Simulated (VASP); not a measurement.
Crystal: Ir3O2.

```
Ir O
1.0
     3.42444    0.00000    0.00000
    -1.71222    2.96565    0.00000
     0.00000    0.00000    5.32787
Ir O
3 2
Direct
  0.00000 0.00000 0.00000
  0.33333 0.66667 0.64500
  0.66667 0.33333 0.35500
  0.33333 0.66667 0.24500
  0.66667 0.33333 0.75500
```

- Program: VASP 6.6.1
- Task: relaxation of cell and atoms
- Functional: PBE
- Potentials or basis: VASP PAW PBE potentials, release 64 (Ir, O)
- Cutoff: 600 eV
- k mesh: 6 × 6 × 4
- Occupations: gaussian, width 0.1 eV
- Spin: no spin polarisation

At the start: pressure 66.7 GPa; volume 10.82 Å³/atom.

Problem. How do energy, volume and symmetry change on relaxing?

Solution. Over 59 steps the energy falls by 1066.7 meV/atom and the volume is 13.21 Å³/atom (+22.1 %); space group P-3m1 (No. 164, to 0.05 Å).

The path:
```
step  energy change (eV)  largest force (eV/Å)  pressure (GPa)  volume (Å³)
   1              0.0000                2.7978           66.71        54.11
   3             -2.1509                0.6512           -8.03        67.47
   5             -2.1947                0.8524           -1.67        65.39
   7             -2.4939                0.1881            5.92        62.32
   9             -2.5184                0.2888            1.10        63.53
  11             -2.5294                0.2887           -1.70        64.19
  13             -2.5499                0.6204           -0.61        63.75
  15             -2.7534                2.3115            7.09        61.71
  17             -2.8035                2.8112           10.48        61.18
  19             -2.8156                3.1257           13.59        60.76
  21             -2.8172                3.1502           13.83        60.74
  23             -2.8221                3.2585           14.93        60.62
  25             -2.8228                3.3253           15.69        60.54
  27             -2.8370                3.3387           15.55        60.58
  29             -2.9001                3.3914           15.10        60.74
  31             -3.1409                3.4994           13.54        61.37
  33             -3.5639                4.2008           15.29        63.70
  35             -4.4935                2.0294           -9.04        70.21
  37             -4.7608                1.6821           -9.88        70.25
  39             -4.5156                2.3294           34.32        60.29
  41             -5.2699                0.9405            4.71        65.40
  43             -5.3233                0.1109           -0.99        66.43
  45             -5.3261                0.0021            0.18        66.03
  47             -5.3266                0.0371            0.05        66.05
  49             -5.3277                0.1368           -0.47        66.14
  51             -5.3299                0.1015            0.04        66.01
  53             -5.3318                0.1117            0.54        65.89
  55             -5.3325                0.0953            0.06        66.02
  57             -5.3334                0.0554            0.04        66.04
  59             -5.3336                0.0308            0.04        66.06
```

Final structure:
```yaml
crystal:
  lattice:
    - [3.38797, 0.00000, 0.00000]
    - [-1.69398, 2.93407, 0.00000]
    - [0.00000, 0.00000, 6.64534]
  atoms:
    - { symbol: Ir, position: [0.00000, 0.00000, 0.00000] }
    - { symbol: Ir, position: [0.33333, 0.66667, 0.60999] }
    - { symbol: Ir, position: [0.66667, 0.33333, 0.39001] }
    - { symbol: O, position: [0.33333, 0.66667, 0.11522] }
    - { symbol: O, position: [0.66667, 0.33333, 0.88478] }
```

Caveat: the volume moved by over 15 % at a fixed basis, so the end points are rough; an odd number of electrons without spin polarisation forces a metal; a magnetic or distorted state may lie lower.
